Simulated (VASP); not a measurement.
Input of a VASP 6.6.1 run:

Contents of INCAR:

```
ALGO = Normal
EDIFF = 1E-7
ENCUT = 520
ISIF = 2
ISMEAR = -1
LASPH = T
LCHARG = T
LELF = T
LREAL = F
LVHAR = T
LWAVE = F
NBANDS = 13
NELM = 100
PREC = Accurate
SIGMA = 0.08
```

KPOINTS

```
k-points
0
Gamma
  15 15 15
```

Contents of POSCAR:

```
W
1.0
    2.3685889645      0.0000000000      0.0000000000
    0.0000000000      2.3685889645      0.0000000000
    0.0000000000      0.0000000000      2.3685889645
W
1
Direct
    0.0000000000      0.0000000000      0.0000000000
```

Potentials or basis: VASP PAW LDA potentials, release 64 (W_sv).

Launch:

```bash
$ cat potpaw_LDA.64/W_sv/POTCAR > POTCAR
$ mpirun -np 1 vasp_std > vasp.out
```

**Question.** What does it give for the pressure?

**Answer.** 118.9 GPa.

**Question.** Predict the band gap on the k mesh.

**Answer.** Zero (band 7 reaches 16.39 eV, above the bottom of band 8 at 12.80 eV).

Caveat: spin-orbit coupling is left out, which moves the levels of the heavy elements.
